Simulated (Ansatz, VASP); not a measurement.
# Two plane-wave programs on ZnO

```
Zn O
1.0
     2.87668    0.00000    0.00000
     0.00000    2.83267    0.00000
     0.00000    0.00000    6.72811
Zn O
2 2
Direct
  0.25000 0.00000 0.24901
  0.75000 0.00000 0.75099
  0.25000 0.50000 0.75096
  0.75000 0.50000 0.24904
```

Change from the starting cell: species swapped into the VPt type (Pmma, No. 51).

Alike in both runs: functional PBE; k mesh 4 × 8 × 4; occupations gaussian, width 0.1 eV; no spin polarisation.

Ansatz relaxed the structure, and its values are those at the end. VASP's run is a single point on that final structure, the one shown.

|  | VASP | Ansatz |
| --- | --- | --- |
| version | VASP 6.6.1 | Ansatz 0.2.0 |
| potentials or method | VASP PAW PBE potentials, release 64 (Zn, O), cutoff 520 eV | scalar-relativistic, plane waves, PAW |
| valence electrons in the cell | 36 | 36 |

Ansatz gave:

* gap on the k mesh at the Fermi level (eV): none
* pressure (GPa): 0.1

Problem. Estimate VASP's values.

Solution. gap on the k mesh at the Fermi level (eV): none; pressure (GPa): 1.0.

A gap of «none» marks a metal or a gap that the smearing closes. The functional is the same, so the differences come from potentials, cutoffs and numerics.

The k mesh is coarse, so the values compare programs but aren't converged.
